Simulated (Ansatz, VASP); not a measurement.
# Ti: VASP beside Ansatz

The input INCAR:

```
ALGO = Normal
EDIFF = 1E-6
ENCUT = 520
GGA = PS
ISIF = 2
ISMEAR = -1
LASPH = True
LCHARG = False
LREAL = False
LWAVE = False
NBANDS = 19
NELM = 100
PREC = Accurate
SIGMA = 0.05
```

The input KPOINTS:

```
k-points
0
Gamma
  12 12 7
```

POSCAR

```
Ti
1.0
    2.9162152113      0.0000000000      0.0000000000
   -1.4581076057      2.5255164559      0.0000000000
    0.0000000000      0.0000000000      4.7242686424
Ti
2
Direct
    0.3333333333      0.6666666667      0.2500000000
    0.6666666667      0.3333333333      0.7500000000
```

Input for Ansatz:

```yaml
crystal:
  lattice:
    - [2.9162152113, 0.0, 0.0]
    - [-1.4581076057, 2.5255164559, 0.0]
    - [0.0, 0.0, 4.7242686424]
  atoms:
    - { symbol: Ti, position: [0.3333333333, 0.6666666667, 0.25] }
    - { symbol: Ti, position: [0.6666666667, 0.3333333333, 0.75] }
kpoints:
  mp_grid: { grid: [12, 12, 7] }
scf:
  occupations: { method: fermi_dirac, width: 0.05 }
hamiltonian:
  xc: pbesol
  pseudopotentials: { kind: all_electron, lapw: { basis_error: 0.001 } }
output:
  forces: true
  stress: true
  eigenvalues: true
  populations: true
```

Alike in both runs: task single point; functional PBEsol; k mesh 12 × 12 × 7; occupations fermi-dirac, width 0.05 eV; no spin polarisation.

```csv
,VASP,Ansatz
version,VASP 6.6.1,Ansatz 0.2.0
potentials or method,"VASP PAW PBE potentials, release 64 (Ti_sv), cutoff 520 eV","all-electron LAPW, scalar-relativistic"
```

|  | VASP | Ansatz | Ansatz less VASP |
| --- | --- | --- | --- |
| pressure (GPa) | -4.6 | -4.4 | +0.20 |
| traceless stress, the component that is largest in VASP (GPa) | -1.75 | -1.76 | -0.008 |

VASP's potentials were made for PBE, not for PBEsol. Ansatz ran all-electron here, and VASP with PAW potentials.
